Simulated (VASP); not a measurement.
Input of a VASP 6.6.1 run:

Contents of INCAR:

```
SYSTEM = BP
  PREC = Accurate
  ENCUT = 600
  EDIFF = 1E-6
  ISMEAR = -1
  SIGMA = 0.1
  LREAL = .False.
  LASPH = .True.
  NELM = 60
  ALGO = Normal
  ISIF = 3
  LWAVE = .False.
  LCHARG = .False.
  GGA = PS
  IBRION = 2
  NSW = 60
  EDIFFG = -0.005
```

The input KPOINTS:

```
regular mesh
0
Gamma
  15 15 15
  0 0 0
```

File POSCAR:

```
BP
1.0
    0.0000000000      2.1544346900      2.1544346900
    2.1544346900      0.0000000000      2.1544346900
    2.1544346900      2.1544346900      0.0000000000
B P
1 1
Direct
    0.0000000000      0.0000000000      0.0000000000
    0.5000000000      0.5000000000      0.5000000000
```

Potentials or basis: VASP PAW PBE potentials, release 64 (B, P).

Launch:

```sh
$ cat potpaw_PBE.64/B/POTCAR potpaw_PBE.64/P/POTCAR > POTCAR
$ mpirun -np 1 vasp_std > vasp.out
```

Problem. Predict the relaxed volume.

Solution. 9.88 Å³/atom.

Problem. Estimate the relaxed cell.

Solution. a = 3.034 Å, b = 3.034 Å, c = 3.034 Å, α = 60.00°, β = 60.00°, γ = 60.00°.

Problem. Estimate the space group after relaxing (to 0.05 Å).

Solution. Fm-3m (No. 225).

Problem. Estimate the band gap on the k mesh.

Solution. Zero (band 4 reaches 11.37 eV, above the bottom of band 5 at 7.25 eV).

Final structure:
```cif
data_structure
_symmetry_space_group_name_H-M 'P 1'
_symmetry_Int_Tables_number 1
_cell_length_a 3.0345
_cell_length_b 3.0345
_cell_length_c 3.0345
_cell_angle_alpha 60.000
_cell_angle_beta 60.000
_cell_angle_gamma 60.000
_cell_volume 19.76
loop_
_atom_site_label
_atom_site_type_symbol
_atom_site_fract_x
_atom_site_fract_y
_atom_site_fract_z
_atom_site_occupancy
B1 B 0.00000 0.00000 0.00000 1
P1 P 0.50000 0.50000 0.50000 1
```

Caveat: the PAW data sets were made with another functional, which shifts forces and pressure a little.
